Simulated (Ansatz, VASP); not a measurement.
Two plane-wave programs on MgS

```
S Mg
1.0
     0.00000    2.60165    2.60165
     2.60165    0.00000    2.60165
     2.60165    2.60165    0.00000
S Mg
1 1
Cartesian
  2.6016 2.6016 2.6016
  0.0000 0.0000 0.0000
```

Alike in both runs: task single point; functional PBE0; k mesh 4 × 4 × 4; occupations fermi-dirac, width 0.05 eV; no spin polarisation.

|  | VASP | Ansatz |
| --- | --- | --- |
| version | VASP 6.6.1 | Ansatz 0.2.0 |
| potentials or method | VASP PAW PBE potentials, release 64 (S, Mg) | Ansatz PAW |
| plane-wave cutoff (eV) | 520 | 420 |
| valence electrons in the cell | 8 | 16 |

|  | VASP | Ansatz | Ansatz less VASP |
| --- | --- | --- | --- |
| gap on the k mesh at the Fermi level (eV) | 4.52 | 4.54 | +0.016 |
| least direct gap on the mesh (eV) | 5.57 | 5.56 | -0.009 |
| pressure (GPa) | -0.5 | -0.1 | +0.42 |

VASP's potentials hold 8 valence electrons a cell and Ansatz's 16, so a difference there can come from the potentials and not from the codes.

The k mesh is coarse, so the values compare programs but aren't converged.
